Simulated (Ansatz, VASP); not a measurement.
# NaF in VASP and in Ansatz

The input POSCAR:

```
NaF
1.0
    0.0000000000      2.2972417802      2.2972417802
    2.2972417802      0.0000000000      2.2972417802
    2.2972417802      2.2972417802      0.0000000000
Na F
1 1
Direct
    0.0000000000      0.0000000000      0.0000000000
    0.5000000000      0.5000000000      0.5000000000
```

File INCAR.step1:

```
PREC = Accurate ; ENCUT = 520
EDIFF = 1E-5 ; ISMEAR = 0
SIGMA = 0.01 ; LREAL = False
LASPH = True ; NELM = 60
ALGO = Normal ; ISIF = 2
LWAVE = True ; LCHARG = False
GGA = PE ; NBANDS = 14
```

File INCAR.step2:

```
PREC = Accurate ; ENCUT = 520
EDIFF = 1E-6 ; ISMEAR = 0
SIGMA = 0.01 ; LREAL = False
LASPH = True ; NELM = 60
ALGO = Normal ; ISIF = 2
LWAVE = False ; LCHARG = False
GGA = PE ; LHFCALC = True
AEXX = 0.3 ; HFSCREEN = 0.5
PRECFOCK = Normal ; ISTART = 1
NBANDS = 14
```

KPOINTS

```
regular mesh
0
Gamma
  4 4 4
```

Input for Ansatz:

```yaml
crystal:
  lattice:
    - [0.0, 2.2972417802, 2.2972417802]
    - [2.2972417802, 0.0, 2.2972417802]
    - [2.2972417802, 2.2972417802, 0.0]
  atoms:
    - { symbol: Na, position: [0.0, 0.0, 0.0] }
    - { symbol: F, position: [0.5, 0.5, 0.5] }
kpoints:
  mp_grid: { grid: [4, 4, 4] }
hamiltonian:
  xc: { exchange: pbe, correlation: pbe, exx: { coeff: 0.3, omega: 0.5 } }
scf:
  occupations: { method: fixed }
  n_extra_bands: 4
output:
  forces: true
  stress: true
  eigenvalues: true
```

Alike in both runs: task single point; functional PBE-based screened hybrid; k mesh 4 × 4 × 4; no spin polarisation.

|  | VASP | Ansatz |
| --- | --- | --- |
| version | VASP 6.6.1 | Ansatz 0.2.0 |
| potentials or method | VASP PAW PBE potentials, release 64 (Na_pv, F) | plane waves |
| plane-wave cutoff (eV) | 520 | 420 |
| occupations | gaussian, width 0.01 eV | fixed |
| valence electrons in the cell | 14 | 16 |

```tsv
	VASP	Ansatz	Ansatz less VASP
gap on the k mesh at the Fermi level (eV)	8.12	8.15	+0.034
pressure (GPa)	1.4	1.2	-0.18
```

VASP's potentials were made for PBE, not for PBE-based screened hybrid. VASP's potentials hold 14 valence electrons a cell and Ansatz's 16, so a difference there can come from the potentials and not from the codes. Ansatz's warnings: stress exchange threshold loose, stress scf threshold loose.

The k mesh is coarse, so the values compare programs but aren't converged.
